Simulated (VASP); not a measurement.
# Ir12S in VASP: single point with PBE+D3(BJ)

Aim: the single point of Ir12S with PBE+D3(BJ).

All numbers are computed with VASP 6.6.1; they aren't measurements. Logs are shortened: lines on timing, memory, paths and dates and some standing lists are left out, and cuts for length are marked.

## 1. The cell of the first run

The cell holds a slab with vacuum, 13 atoms: a = 5.431 Å, b = 5.431 Å, c = 21.001 Å, α = 90.00°, β = 90.00°, γ = 90.00°.

## 2. Single point, PBE+D3(BJ)

File INCAR:

```
  PREC = Accurate
  ENCUT = 520
  EDIFF = 1E-7
  ISMEAR = 0
  SIGMA = 0.1
  LREAL = False
  LASPH = True
  NELM = 60
  ALGO = Normal
  ISIF = 2
  LWAVE = False
  LCHARG = True
  LDIPOL = True
  IDIPOL = 3
  DIPOL = 0.5 0.5 0.297
  GGA = PE
  IVDW = 12
  LELF = True
  LVHAR = True
  LVACPOTAV = True
  NBANDS = 69
```

File KPOINTS:

```
Automatic mesh
0
Gamma
  5 5 1
```

File POSCAR:

```
Ir12S
1.0
    5.4309029918      0.0000000000      0.0000000000
    0.0000000000      5.4309029918      0.0000000000
    0.0000000000      0.0000000000     21.0013955423
Ir S
12 1
Direct
    0.2500000000      0.2500000000      0.1904635333
    0.2500000000      0.7500000000      0.1904635333
    0.7500000000      0.2500000000      0.1904635333
    0.7500000000      0.7500000000      0.1904635333
    0.0000000000      0.0000000000      0.2785823619
    0.0000000000      0.5000000000      0.2785823619
    0.5000000000      0.0000000000      0.2785823619
    0.5000000000      0.5000000000      0.2785823619
    0.2500000000      0.2500000000      0.3667087517
    0.2500000000      0.7500000000      0.3667087517
    0.7500000000      0.2500000000      0.3667087517
    0.7500000000      0.7500000000      0.3667087517
    0.2500000000      0.5000000000      0.5238411667
```

Potentials or basis: VASP PAW PBE potentials, release 64 (Ir, S).

Started as:

```
$ cat potpaw_PBE.64/Ir/POTCAR potpaw_PBE.64/S/POTCAR > POTCAR
$ mpirun -np 1 vasp_std > vasp.out
```

OUTCAR:

```text
PREC = Accurate
   ENCUT = 520
   EDIFF = 1E-7
   ISMEAR = 0
   LREAL = False
   LASPH = True
   NELM = 60
   ISIF = 2
   GGA = PE
   IVDW = 12
 IVDW          = 12

 ion  position               nearest neighbor table
   1  0.250  0.250  0.190-   5 2.67   6 2.67   7 2.67   8 2.67   2 2.72   3 2.72   2 2.72   3 2.72

   2  0.250  0.750  0.190-   5 2.67   6 2.67   7 2.67   8 2.67   1 2.72   4 2.72   1 2.72   4 2.72

   3  0.750  0.250  0.190-   5 2.67   6 2.67   7 2.67   8 2.67   1 2.72   4 2.72   4 2.72   1 2.72
[... 15 lines left out ...]
  11  0.750  0.250  0.367-   5 2.67   6 2.67   7 2.67   8 2.67   9 2.72  12 2.72  12 2.72   9 2.72

  12  0.750  0.750  0.367-   5 2.67   6 2.67   7 2.67   8 2.67  10 2.72  11 2.72  11 2.72  10 2.72

  13  0.250  0.500  0.524-

  LATTYP: Found a simple tetragonal cell.
 ALAT       =     5.4309029918
 C/A-ratio  =     3.8670172481

  Lattice vectors:

 A1 = (   5.4309029918,   0.0000000000,   0.0000000000)
 A2 = (   0.0000000000,   5.4309029918,   0.0000000000)
 A3 = (   0.0000000000,   0.0000000000,  21.0013955423)

Analysis of symmetry for initial positions (statically):
=====================================================================
 Subroutine PRICEL returns:
 Original cell was already a primitive cell.

 Routine SETGRP: Setting up the symmetry group for a
 simple tetragonal supercell.

 Subroutine GETGRP returns: Found  4 space group operations
 (whereof  2 operations were pure point group operations)
 out of a pool of 16 trial point group operations.

The static configuration has the point symmetry C_1h.
 The point group associated with its full space group is C_2v.

Analysis of symmetry for dynamics (positions and initial velocities):
=====================================================================
 Subroutine PRICEL returns:
 Original cell was already a primitive cell.

 Routine SETGRP: Setting up the symmetry group for a
 simple tetragonal supercell.

 Subroutine GETGRP returns: Found  4 space group operations
 (whereof  2 operations were pure point group operations)
 out of a pool of 16 trial point group operations.

The dynamic configuration has the point symmetry C_1h.
 The point group associated with its full space group is C_2v.

 Subroutine INISYM returns: Found  4 space group operations
 (whereof  2 operations are pure point group operations),
 and found     1 'primitive' translations

----------------------------------------------------------------------------------------

                                     Primitive cell

  volume of cell :     619.4300
[... 115 lines left out ...]
     AMIX_MAG =   1.60;   BMIX_MAG =  1.00
  volume/ion in A,a.u.               =      47.65       321.55
  Fermi-wavevector in a.u.,A,eV,Ry     =   0.931206  1.759724 11.798215  0.867144
  Thomas-Fermi vector in A             =   2.057675
   LORBIT       =      0    0 simple, 1 ext, 2 COOP (PROOUT), +10 PAW based schemes
   GGA     = PE    functional components
   LHFCALC =     F    Hartree Fock is set to
   AEXX    =    0.0000 exact exchange contribution
   IVDW    =    12    specifies the selected vdW correction
   LEPSILON=     F    determine dielectric tensor
   LRPA    =     F    only Hartree local field effects (RPA)
 non-spin polarized calculation
 Gauss-broadening in eV      SIGMA  =   0.10
  energy-cutoff  :      520.00
  volume of cell :      619.43
 maximum number of plane-waves:     16712
   NGX = 21   NGY = 21   NGZ = 79

 dipolmoment           0.000000      0.000000     -0.184626 electrons x Angstroem

 number of electron     113.9999979 magnetization

 dipolmoment           0.000000      0.000000      0.231851 electrons x Angstroem

 Free energy of the ion-electron system (eV)
  ---------------------------------------------------
  ext. energy  EPLUGINS =         0.00000000
  ---------------------------------------------------
  free energy    TOTEN  =       -97.41835515 eV

  energy without entropy =      -97.33371543  energy(sigma->0) =      -97.37603529

 E-fermi :  -1.2223     XC(G=0):  -5.3074

 val. band max:       -1.2517165287   @ k =   0.2000   0.2000   0.0000
 cond. band min:      -1.1970298266   @ k =   0.0000   0.2000   0.0000
 fundamental gap:      0.0546867022
 Fermi energy:        -1.2222904268

 k-point     1 :       0.0000    0.0000    0.0000
  band No.  band energies     occupation
      1     -11.6116      2.00000
      2     -11.1053      2.00000
      3      -8.6138      2.00000
      4      -8.6130      2.00000
      5      -8.5509      2.00000
      6      -8.3873      2.00000
[... 637 lines left out ...]
     68      -0.2283      0.00000
     69      -0.2137      0.00000

------------------------ aborting loop because EDIFF is reached ----------------------------------------

 Edisp (eV)   -5.61465

 E8    (eV) :    -2.7298

  FORCE on cell =-STRESS in cart. coord.  units (eV):
  Direction    XX          YY          ZZ          XY          YZ          ZX
  --------------------------------------------------------------------------------------
  -------------------------------------------------------------------------------------
  Total     -10.82611   -11.23935    -7.18722     0.00000     0.00000     0.00000
  in kB     -28.00211   -29.07096   -18.58999     0.00000     0.00000     0.00000
  external pressure =      -25.22 kB  Pullay stress =        0.00 kB

 VOLUME and BASIS-vectors are now :
 -----------------------------------------------------------------------------
  energy-cutoff  :      520.00
  volume of cell :      619.43
      direct lattice vectors                 reciprocal lattice vectors
     5.430902992  0.000000000  0.000000000     0.184131442  0.000000000  0.000000000
     0.000000000  5.430902992  0.000000000     0.000000000  0.184131442  0.000000000
     0.000000000  0.000000000 21.001395542     0.000000000  0.000000000  0.047615883

 POSITION                                       TOTAL-FORCE (eV/Angst)
 -----------------------------------------------------------------------------------
      1.35773      1.35773      4.00000         0.000000     -0.023170      0.030416
      1.35773      4.07318      4.00000         0.000000      0.023170      0.030416
      4.07318      1.35773      4.00000         0.000000      0.022432     -0.106122
      4.07318      4.07318      4.00000         0.000000     -0.022432     -0.106122
      0.00000      0.00000      5.85062         0.090622     -0.000000      0.165849
      0.00000      2.71545      5.85062         0.062571     -0.000000     -0.075494
      2.71545      0.00000      5.85062        -0.090622     -0.000000      0.165849
      2.71545      2.71545      5.85062        -0.062571     -0.000000     -0.075494
      1.35773      1.35773      7.70140         0.000000      0.175238      0.924586
      1.35773      4.07318      7.70140         0.000000     -0.175238      0.924586
      4.07318      1.35773      7.70140         0.000000     -0.007304      0.161553
      4.07318      4.07318      7.70140         0.000000      0.007304      0.161553
      1.35773      2.71545     11.00140         0.000000     -0.000000     -2.201579
 -----------------------------------------------------------------------------------
    total drift:                                0.000000      0.000000     -0.000264

  FREE ENERGIE OF THE ION-ELECTRON SYSTEM (eV)
  ---------------------------------------------------
  free  energy   TOTEN  =      -103.0330012148 eV

  energy  without entropy=     -102.9483615008  energy(sigma->0) =     -102.99068136

 vacuum level on the upper side and lower side of the slab         5.495         4.073
```

OSZICAR:

```text
N       E                     dE             d eps       ncg     rms          rms(c)
DAV:   1     0.105145734990E+04    0.10515E+04   -0.44204E+04  1242   0.138E+03
DAV:   2     0.333394339158E+02   -0.10181E+04   -0.94190E+03  1275   0.407E+02
DAV:   3    -0.959830975696E+02   -0.12932E+03   -0.11944E+03  1652   0.126E+02
DAV:   4    -0.106253365881E+03   -0.10270E+02   -0.96592E+01  1788   0.347E+01
[... 31 lines left out ...]
DAV:  36    -0.974183544956E+02   -0.60310E-06   -0.17939E-07   762   0.597E-04    0.135E-03
DAV:  37    -0.974183547971E+02   -0.30153E-06   -0.65273E-08   699   0.430E-04    0.453E-04
DAV:  38    -0.974183549908E+02   -0.19375E-06   -0.86860E-09   725   0.361E-04    0.284E-04
DAV:  39    -0.974183551015E+02   -0.11061E-06   -0.74007E-09   699   0.286E-04    0.194E-04
DAV:  40    -0.974183551455E+02   -0.44076E-07   -0.35460E-09   681   0.248E-04
   1 F= -.10303300E+03 E0= -.10299068E+03  d E =-.846397E-01
```

It took 14 min on 1 thread of Intel Xeon 6975P-C (Granite Rapids), shared host; peak memory 0.68 GiB.

What came out:

```yaml
Free_energy: -103.0330 eV
Largest_force: 2.202 eV/Å
Band_gap_on_the_k_mesh: zero (bands 57 and 58 overlap by 1.03 eV)
Dispersion_energy_per_atom: -0.432 eV
```

Forces on the atoms (eV/Å):
```
Ir   0.000 -0.023  0.030
Ir   0.000  0.023  0.030
Ir   0.000  0.022 -0.106
Ir   0.000 -0.022 -0.106
Ir   0.091  0.000  0.166
Ir   0.063  0.000 -0.075
Ir  -0.091  0.000  0.166
Ir  -0.063  0.000 -0.075
Ir   0.000  0.175  0.925
Ir   0.000 -0.175  0.925
Ir   0.000 -0.007  0.162
Ir   0.000  0.007  0.162
S    0.000  0.000 -2.202
```

Caveat: spin-orbit coupling is left out, which moves the levels of the heavy elements.

The gap in the log of VASP goes by the Fermi energy; the results here count the filled bands.